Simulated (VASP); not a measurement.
# Li (Fm-3m) in VASP: a series of runs

Li is run at these levels: LDA; tasks: electric field gradients.

Program: VASP 6.6.1. These are calculated values, not measurements. Logs are shortened: lines on timing, memory, paths and dates and some standing lists are left out, and cuts for length are marked.

### Step 1. The cell of the first run

Symmetry: Fm-3m, No. 225, cubic system. The conventional cell has a = 4.433 Å, b = 4.433 Å, c = 4.433 Å, α = 90.00°, β = 90.00°, γ = 90.00°. Within 4.1 Å of Li (site symmetry m-3m) lie 12 Li at 3.13 Å.

This isn't the form of Li at room conditions, which is bcc.

### Step 2. Electric field gradients, LDA (21.78 Å³/atom)

File INCAR:

```
SYSTEM = Li
PREC = Accurate
ENCUT = 520
EDIFF = 1E-8
ISMEAR = -1
SIGMA = 0.05
LREAL = .False.
LASPH = .True.
NELM = 100
ALGO = Normal
ISIF = 2
LWAVE = .False.
LCHARG = .False.
GGA = CA
LEFG = .True.
NBANDS = 8
```

File KPOINTS:

```
Automatic mesh
0
Gamma
  16 16 16
  0 0 0
```

File POSCAR:

```
Li
1.0
    0.0000000000      2.2165832064      2.2165832064
    2.2165832064      0.0000000000      2.2165832064
    2.2165832064      2.2165832064      0.0000000000
Li
1
Direct
    0.0000000000      0.0000000000      0.0000000000
```

Potentials or basis: VASP PAW LDA potentials, release 64 (Li_sv).

Started as:

```
> cat potpaw_LDA.64/Li_sv/POTCAR > POTCAR
> mpirun -np 1 vasp_std > vasp.out
```

OUTCAR:

```text
SYSTEM = Li
   PREC = Accurate
   ENCUT = 520
   EDIFF = 1E-8
   ISMEAR = -1
   LREAL = .False.
   LASPH = .True.
   NELM = 100
   ISIF = 2
   GGA = CA

 ion  position               nearest neighbor table
   1  0.000  0.000  0.000-

  LATTYP: Found a face centered cubic cell.
 ALAT       =     4.4331664128

  Lattice vectors:

 A1 = (   0.0000000000,   2.2165832064,   2.2165832064)
 A2 = (   2.2165832064,   0.0000000000,   2.2165832064)
 A3 = (   2.2165832064,   2.2165832064,   0.0000000000)

Analysis of symmetry for initial positions (statically):
=====================================================================
 Subroutine PRICEL returns:
 Original cell was already a primitive cell.

 Routine SETGRP: Setting up the symmetry group for a
 face centered cubic supercell.

 Subroutine GETGRP returns: Found 48 space group operations
 (whereof 48 operations were pure point group operations)
 out of a pool of 48 trial point group operations.

The static configuration has the point symmetry O_h .

Analysis of symmetry for dynamics (positions and initial velocities):
=====================================================================
 Subroutine PRICEL returns:
 Original cell was already a primitive cell.

 Routine SETGRP: Setting up the symmetry group for a
 face centered cubic supercell.

 Subroutine GETGRP returns: Found 48 space group operations
 (whereof 48 operations were pure point group operations)
 out of a pool of 48 trial point group operations.

The dynamic configuration has the point symmetry O_h .

 Subroutine INISYM returns: Found 48 space group operations
 (whereof 48 operations are pure point group operations),
 and found     1 'primitive' translations

----------------------------------------------------------------------------------------

                                     Primitive cell

  volume of cell :      21.7812

  direct lattice vectors                    reciprocal lattice vectors
     0.000000000  2.216583206  2.216583206    -0.225572403  0.225572403  0.225572403
     2.216583206  0.000000000  2.216583206     0.225572403 -0.225572403  0.225572403
     2.216583206  2.216583206  0.000000000     0.225572403  0.225572403 -0.225572403

  length of vectors
     3.134722033  3.134722033  3.134722033     0.390702863  0.390702863  0.390702863

  position of ions in fractional coordinates (direct lattice)
     0.000000000  0.000000000  0.000000000

  ion indices of the primitive-cell ions
   primitive index   ion index
                 1           1

----------------------------------------------------------------------------------------

 KPOINTS: Automatic mesh

Automatic generation of k-mesh.
 Grid dimensions read from file:
 generate k-points for:   16   16   16

 Generating k-lattice:

  Cartesian coordinates                     Fractional coordinates (reciprocal lattice)
    -0.014098275  0.014098275  0.014098275     0.062500000  0.000000000  0.000000000
     0.014098275 -0.014098275  0.014098275     0.000000000  0.062500000  0.000000000
     0.014098275  0.014098275 -0.014098275     0.000000000  0.000000000  0.062500000

  Length of vectors
     0.024418929  0.024418929  0.024418929

  Shift w.r.t. Gamma in fractional coordinates (k-lattice)
     0.000000000  0.000000000  0.000000000

 Subroutine IBZKPT returns following result:
 ===========================================

 Found    145 irreducible k-points:

 Following reciprocal coordinates:
            Coordinates               Weight
  0.000000  0.000000  0.000000      1.000000
  0.062500  0.000000  0.000000      8.000000
  0.125000  0.000000  0.000000      8.000000
  0.187500  0.000000  0.000000      8.000000
  0.250000  0.000000  0.000000      8.000000
  0.312500  0.000000  0.000000      8.000000
[... 16 lines left out ...]
 -0.125000  0.062500  0.000000     24.000000
 -0.062500  0.062500  0.000000     12.000000
 [... further k-points ...]
   k-points           NKPTS =    145   k-points in BZ     NKDIM =    145   number of bands    NBANDS=      8
   number of dos      NEDOS =    301   number of ions     NIONS =      1
   total plane-waves  NPLWV =  13824
   dimension x,y,z NGX =    24 NGY =   24 NGZ =   24
   dimension x,y,z NGXF=    48 NGYF=   48 NGZF=   48
   ions per type =               1
   NGX,Y,Z   is equivalent  to a cutoff of  12.73, 12.73, 12.73 a.u.
   NGXF,Y,Z  is equivalent  to a cutoff of  25.46, 25.46, 25.46 a.u.
 SYSTEM =  Li
   PREC   = accura    normal or accurate (medium, high low for compatibility)
   ISTART =      0    job   : 0-new  1-cont  2-samecut
   ICHARG =      2    charge: 1-file 2-atom 10-const
   ISPIN  =      1    spin polarized calculation?
   LNONCOLLINEAR =      F non collinear calculations
   LSORBIT =      F    spin-orbit coupling
   LASPH  =      T    aspherical Exc in radial PAW
   ENCUT  =  520.0 eV  38.22 Ry    6.18 a.u.   5.83  5.83  5.83*2*pi/ulx,y,z
   NELM   =    100;   NELMIN=  2; NELMDL= -5     # of ELM steps
   EDIFF  = 0.1E-07   stopping-criterion for ELM
   LREAL  =      F    real-space projection
   EDIFFG = 0.1E-06   stopping-criterion for IOM
   NSW    =      0    number of steps for IOM
   IBRION =     -1    ionic relax: 0-MD 1-quasi-New 2-CG
   NFREE  =      0    steps in history (QN), initial steepest desc. (CG)
   ISIF   =      2    stress and relaxation
   ISYM   =      2    0-nonsym 1-usesym 2-fastsym
   POTIM  = 0.5000    time-step for ionic-motion
   TEBEG  =    0.0;   TEEND  =   0.0 temperature during run
   PSTRESS=    0.0 pullay stress
   NELECT =       3.0000    total number of electrons
   NUPDOWN=      -1.0000    fix difference up-down
   EMIN   =  10.00;   EMAX   =-10.00  energy-range for DOS
   EFERMI =   0.00;   METHOD = LEGACY
   ISMEAR =    -1;   SIGMA  =   0.05  broadening in eV -4-tet -1-fermi 0-gaus
   EFERMI_NEDOS =   21; number of points for ismear=-14 and -15
   IALGO  =     38    algorithm
   IMIX   =      4    mixing-type and parameters
     AMIX     =   0.40;   BMIX     =  1.00
     AMIX_MAG =   1.60;   BMIX_MAG =  1.00
  volume/ion in A,a.u.               =      21.78       146.99
  Fermi-wavevector in a.u.,A,eV,Ry     =   0.845450  1.597669  9.725248  0.714786
  Thomas-Fermi vector in A             =   1.960640
   LORBIT       =      0    0 simple, 1 ext, 2 COOP (PROOUT), +10 PAW based schemes
   GGA     = CA    functional components
   LHFCALC =     F    Hartree Fock is set to
   AEXX    =    0.0000 exact exchange contribution
   IVDW    =     0    specifies the selected vdW correction
   LEPSILON=     F    determine dielectric tensor
   LRPA    =     F    only Hartree local field effects (RPA)
 non-spin polarized calculation
  energy-cutoff  :      520.00
  volume of cell :       21.78
 maximum number of plane-waves:       604
   NGX = 11   NGY = 11   NGZ = 11

 number of electron       3.0000009 magnetization

 Free energy of the ion-electron system (eV)
  ---------------------------------------------------
  ext. energy  EPLUGINS =         0.00000000
  ---------------------------------------------------
  free energy    TOTEN  =        -2.03441907 eV

  energy without entropy =       -2.03070633  energy(sigma->0) =       -2.03256270

 E-fermi :   0.3947     XC(G=0):  -6.9651

 val. band max:        0.3187359862   @ k =   0.4375   0.3750   0.0625
 cond. band min:       0.4075174440   @ k =   0.4375   0.3125   0.0000
 fundamental gap:      0.0887814578
 Fermi energy:         0.3947472605

 k-point     1 :       0.0000    0.0000    0.0000
  band No.  band energies     occupation
      1     -45.3513      2.00000
      2      -2.9995      2.00000
      3      13.8126      0.00000
      4      13.8126      0.00000
      5      13.8126      0.00000
      6      17.8297      0.00000
      7      17.8297      0.00000
      8      17.8297      0.00000

 k-point     2 :       0.0625    0.0000    0.0000
  band No.  band energies     occupation
      1     -45.3509      2.00000
      2      -2.9331      2.00000
      3      13.1326      0.00000
      4      13.6713      0.00000
      5      13.6713      0.00000
      6      17.1798      0.00000
      7      18.0852      0.00000
      8      18.0852      0.00000
[... 221 lines left out ...]
 k-point    23 :      -0.1250    0.0625    0.0000
  band No.  band energies     occupation
      1     -45.3480      2.00000
      2      -2.5756      2.00000
      3      10.9420      0.00000
      4      12.2264      0.00000
      5      13.7675      0.00000
      6      16.9397      0.00000
      7      18.4404      0.00000
      8      19.3095      0.00000

 k-point    24 :      -0.0625    0.0625    0.0000
  band No.  band energies     occupation
      1     -45.3499      2.00000
      2      -2.8213      2.00000
      3      12.5535      0.00000
      4      12.7432      0.00000
      5      13.8694      0.00000
      6      16.8393      0.00000
      7      18.0680      0.00000
      8      19.0837      0.00000

 [... further k-points ...]

------------------------ aborting loop because EDIFF is reached ----------------------------------------

  FORCE on cell =-STRESS in cart. coord.  units (eV):
  Direction    XX          YY          ZZ          XY          YZ          ZX
  --------------------------------------------------------------------------------------
  -------------------------------------------------------------------------------------
  Total       -0.2382825     -0.2382825     -0.2382825      0.0000000      0.0000000      0.0000000
  in kB      -17.5275244    -17.5275244    -17.5275244      0.0000000      0.0000000      0.0000000
  external PRESSURE =     -17.5275244 kB  Pullay stress =       0.0000000 kB

 VOLUME and BASIS-vectors are now :
 -----------------------------------------------------------------------------
  energy-cutoff  :      520.00
  volume of cell :       21.78
      direct lattice vectors                 reciprocal lattice vectors
     0.000000000  2.216583206  2.216583206    -0.225572403  0.225572403  0.225572403
     2.216583206  0.000000000  2.216583206     0.225572403 -0.225572403  0.225572403
     2.216583206  2.216583206  0.000000000     0.225572403  0.225572403 -0.225572403

 POSITION                                       TOTAL-FORCE (eV/Angst)
 -----------------------------------------------------------------------------------
      0.00000      0.00000      0.00000        -0.000000      0.000000      0.000000
 -----------------------------------------------------------------------------------
    total drift:                               -0.000000      0.000000     -0.000000

  FREE ENERGIE OF THE ION-ELECTRON SYSTEM (eV)
  ---------------------------------------------------
  free  energy   TOTEN  =        -2.0344190662 eV

  energy  without entropy=       -2.0307063346  energy(sigma->0) =       -2.03256270

 Electric field gradients (V/A^2)
---------------------------------------------------------------------
 ion       V_xx      V_yy      V_zz      V_xy      V_xz      V_yz
---------------------------------------------------------------------
   1       0.000    -0.000    -0.000     0.003     0.003     0.003
---------------------------------------------------------------------

 Electric field gradients after diagonalization (V/A^2)
 (convention: |V_zz| > |V_xx| > |V_yy|)
----------------------------------------------------------------------
 ion       V_xx      V_yy      V_zz     asymmetry (V_yy - V_xx)/ V_zz
----------------------------------------------------------------------
   1      -0.003    -0.003     0.005       0.000
----------------------------------------------------------------------

           NMR quadrupolar parameters

 Cq : quadrupolar parameter    Cq=e*Q*V_zz/h
 eta: asymmetry parameters     (V_yy - V_xx)/ V_zz
 Q  : nuclear electric quadrupole moment in mb (millibarn)
----------------------------------------------------------------------
 ion       Cq(MHz)       eta       Q (mb)
----------------------------------------------------------------------
   1       0.000       0.000       1.000
----------------------------------------------------------------------
```

Run time: 18 s. Hardware: 1 thread of Intel Xeon Platinum 8175M at 2.50GHz (Skylake/Cascade Lake), shared host; peak memory 0.13 GiB.

Results:

```yaml
Free_energy: -2.0344 eV
Band_gap_on_the_k_mesh: zero (an odd number of electrons rules out a gap without spin polarisation)
Largest_electric_field_gradient_by_atom: zero within the noise of the run
```

Levels at points of the mesh, in eV from the Fermi level:
| k point | band 1 | band 2 | band 3 | band 4 | band 5 | band 6 |
| --- | --- | --- | --- | --- | --- | --- |
| (0.00, 0.00, 0.00) | -45.75 | -3.39 | 13.42 | 13.42 | 13.42 | 17.43 |
| (0.50, 0.00, 0.00) | -45.73 | 0.02 | 2.74 | 11.82 | 11.82 | 15.88 |
| (0.50, 0.50, 0.00) | -45.73 | 1.46 | 4.52 | 7.94 | 7.94 | 10.24 |

Caveat: the cutoff is under 1.25 times the usual one of these potentials, so pressure, stress and relaxed cells hold a basis-set (Pulay) error.

[end of part 1 of 2]
